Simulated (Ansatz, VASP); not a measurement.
Given: the input of a run of VASP 6.6.1 on CdS.

Contents of INCAR:

```
SYSTEM = CdS
ALGO = Normal
EDIFF = 1E-6
ENCUT = 500
GGA = PS
GGA_COMPAT = .False.
ISIF = 2
ISMEAR = 0
LASPH = .True.
LCHARG = .True.
LELF = .True.
LREAL = .False.
LVHAR = .True.
LWAVE = .False.
NBANDS = 16
NELM = 120
PREC = Accurate
SIGMA = 0.1
```

KPOINTS

```
k-points
0
Gamma
  8 8 8
  0 0 0
```

POSCAR

```
CdS
1.0
    0.0000000000      2.7532440000      2.7532440000
    2.7532440000      0.0000000000      2.7532440000
    2.7532440000      2.7532440000      0.0000000000
Cd S
1 1
Direct
    0.0000000000      0.0000000000      0.0000000000
    0.5000000000      0.5000000000      0.5000000000
```

Potentials or basis: VASP PAW PBE potentials, release 64 (Cd, S).

Launch:

```console
$ cat potpaw_PBE.64/Cd/POTCAR potpaw_PBE.64/S/POTCAR > POTCAR
$ mpirun -np 1 vasp_std > vasp.out
```

Task: Set up the same calculation for Ansatz 0.2.0. Potentials there: Ansatz PAW.

Result: As run (the cutoff follows the program's own potentials):

File input.yaml:

```yaml
crystal:
  lattice:
    - [0.0, 2.753244, 2.753244]
    - [2.753244, 0.0, 2.753244]
    - [2.753244, 2.753244, 0.0]
  atoms:
    - { symbol: Cd, position: [0.0, 0.0, 0.0] }
    - { symbol: S, position: [0.5, 0.5, 0.5] }
hamiltonian:
  xc: pbesol
  pseudopotentials: { kind: paw }
kpoints:
  mp_grid: { grid: [8, 8, 8] }
scf:
  occupations: { method: gaussian, width: 0.1 }
output:
  forces: true
  stress: true
  eigenvalues: true
```

Potentials or basis: Ansatz PAW.

Launch:

```bash
$ ansatz run input.yaml --threads 1 --pin off --max-ram 3584MiB --backend cpu --events-out ev --progress --plain --runs-dir out
```

Both were run:

|  | VASP | Ansatz | Ansatz less VASP |
| --- | --- | --- | --- |
| gap on the k mesh at the Fermi level (eV) | 0.14 | 0.14 | +0.005 |
| least direct gap on the mesh (eV) | 1.42 | 1.44 | +0.022 |
| pressure (GPa) | -4.0 | -4.4 | -0.42 |

VASP's potentials were made for PBE, not for PBEsol. The functional is the same, so the differences come from potentials, cutoffs and numerics. VASP's potentials hold 18 valence electrons a cell and Ansatz's 26, so a difference there can come from the potentials and not from the codes.
